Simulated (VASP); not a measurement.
Set up this calculation in VASP 6.6.1, as the native input.

```
Task                   : single point
Functional             : PBEsol
Potentials or basis    : VASP PAW PBE potentials, release 64 (Al, Ru_pv)
Cutoff                 : 520 eV
k mesh                 : 10 × 10 × 10
Occupations            : gaussian, width 0.03 eV
Spin                   : no spin polarisation
Dipole correction      : no
Further INCAR settings : ALGO = Normal; EDIFF = 1e-07; NBANDS = 29
```

The structure of Al2Ru lies in POSCAR:

```
Al2Ru
1.0
    0.0000000000      3.8680185994      4.3193031585
    2.2800520196      0.0000000000      4.3193031585
    2.2800520196      3.8680185994      0.0000000000
Al Ru
4 2
Direct
    0.0789481736      0.4210518264      0.0789481736
    0.4210518264      0.0789481736      0.4210518264
    0.1710518264      0.8289481736      0.1710518264
    0.8289481736      0.1710518264      0.8289481736
    0.7500000000      0.7500000000      0.7500000000
    0.5000000000      0.5000000000      0.5000000000
```

This cell differs from its parent crystal: strain -0.030 along x and y, -0.015 along z.

The input as run:

INCAR

```
SYSTEM = Al2Ru
PREC = Accurate ; ENCUT = 520
EDIFF = 1E-7 ; ISMEAR = 0
SIGMA = 0.03 ; LREAL = .False.
LASPH = .True. ; NELM = 100
ALGO = Normal ; ISIF = 2
LWAVE = .False. ; LCHARG = .False.
GGA = PS ; NBANDS = 29
```

KPOINTS

```
regular mesh
0
Gamma
  10 10 10
  0 0 0
```

Potentials or basis: VASP PAW PBE potentials, release 64 (Al, Ru_pv).

Run with:

```bash
$ cat potpaw_PBE.64/Al/POTCAR potpaw_PBE.64/Ru_pv/POTCAR > POTCAR
$ mpirun -np 1 vasp_std > vasp.out
```

It gave:

```
Pressure      : 16.3 GPa
Largest force : 0.162 eV/Å
```

Caveat: the cell differs from its parent crystal (strain -0.030 along x and y, -0.015 along z); the cell stands under pressure; the PAW data sets were made with another functional, which shifts forces and pressure a little.

Wall time 17 min on 1 thread of Oxide Virtual Turin-like Processor, with other jobs on the host, peak memory 0.41 GiB.
